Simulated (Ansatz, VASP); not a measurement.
# PbSe: VASP beside Ansatz

The input INCAR:

```
SYSTEM = PbSe
  ALGO = Normal
  EDIFF = 1E-6
  ENCUT = 520
  GGA = PS
  ISIF = 2
  ISMEAR = -1
  LASPH = .True.
  LCHARG = .False.
  LREAL = .False.
  LWAVE = .False.
  NBANDS = 28
  NELM = 80
  PREC = Accurate
  SIGMA = 0.05
```

KPOINTS

```
k-points
0
Gamma
  6 6 3
  0 0 0
```

File POSCAR:

```
PbSe
1.0
    4.4729872793      0.0000000000      0.0000000000
   -0.0104467110      4.4729750800      0.0000000000
   -2.2312702840     -2.2364875401     12.1587223602
Pb Se
2 2
Direct
    0.8068400000      0.8073040000      0.6184430000
    0.1854540000      0.1998100000      0.3823760000
    0.2873320000      0.3231460000      0.6231940000
    0.6842660000      0.6998950000      0.3779650000
```

The input input.yaml:

```yaml
crystal:
  lattice:
    - [4.4729872793, 0.0, 0.0]
    - [-0.010446711, 4.47297508, 0.0]
    - [-2.231270284, -2.2364875401, 12.1587223602]
  atoms:
    - { symbol: Pb, position: [0.80684, 0.807304, 0.618443] }
    - { symbol: Pb, position: [0.185454, 0.19981, 0.382376] }
    - { symbol: Se, position: [0.287332, 0.323146, 0.623194] }
    - { symbol: Se, position: [0.684266, 0.699895, 0.377965] }
kpoints:
  mp_grid: { grid: [6, 6, 3] }
scf:
  occupations: { method: fermi_dirac, width: 0.05 }
hamiltonian:
  xc: pbesol
  pseudopotentials: { kind: all_electron, lapw: { basis_error: 0.002 } }
output:
  forces: true
  stress: true
  eigenvalues: true
```

Change from the starting cell: volume scaled by 1.04.

Alike in both runs: task single point; functional PBEsol; k mesh 6 × 6 × 3; occupations fermi-dirac, width 0.05 eV; no spin polarisation.

|  | VASP | Ansatz |
| --- | --- | --- |
| version | VASP 6.6.1 | Ansatz 0.2.0 |
| potentials or method | VASP PAW PBE potentials, release 64 (Pb_d, Se), cutoff 520 eV | all-electron LAPW, scalar-relativistic |

Ansatz gave:

```
gap on the k mesh at the Fermi level (eV) : 1.51
least direct gap on the mesh (eV)         : 1.51
rms of the force components (eV/Å)        : 0.327
```

Problem. Estimate VASP's values.

Solution. gap on the k mesh at the Fermi level (eV): 1.51; least direct gap on the mesh (eV): 1.51; rms of the force components (eV/Å): 0.323.

VASP's potentials were made for PBE, not for PBEsol. Atom by atom the forces differ by 0.004 eV/Å (rms over components). Ansatz ran all-electron here, and VASP with PAW potentials.

Spin-orbit coupling is off throughout.
